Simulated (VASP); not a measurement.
GaSb, 2 atoms in the cell. The structure is orthorhombic, space group Immm (No. 71). Conventional cell: a = 3.048 Å, b = 5.241 Å, c = 5.668 Å, α = 90.00°, β = 90.00°, γ = 90.00°. Within 3.7 Å of Sb (site symmetry mmm) lie 6 Ga at 2.83 to 3.03 Å and 2 Sb at 3.05 Å. Within 3.7 Å of Ga (site symmetry mmm) lie 6 Sb at 2.83 to 3.03 Å and 2 Ga at 3.05 Å.  This cell differs from its parent crystal: volume scaled by 0.94.

```yaml
Program: VASP 6.6.1
Task: single point
Functional: PBEsol
Potentials_or_basis: VASP PAW PBE potentials, release 64 (Sb, Ga_d)
Cutoff: 520 eV
k_mesh: 10 × 10 × 10
Occupations: fermi-dirac, width 0.05 eV
Spin: no spin polarisation
Dipole_correction: no
Further_INCAR_settings: ALGO = Normal; EDIFF = 1e-06; NBANDS = 16
```

Potentials or basis: VASP PAW PBE potentials, release 64 (Sb, Ga_d).

Run with:

```bash
$ cat potpaw_PBE.64/Sb/POTCAR potpaw_PBE.64/Ga_d/POTCAR > POTCAR
$ mpirun -np 1 vasp_std > vasp.out
```

Hardware: 1 thread of Intel(R) Xeon(R) 6975P-C (Granite Rapids) (shared host).

Q: How long does it take, and how much memory?

A: Run time: 29 s on 1 thread of Intel(R) Xeon(R) 6975P-C (Granite Rapids), with other jobs on the host, peak memory 0.27 GiB. Counts: scf iterations 10, k points 171.
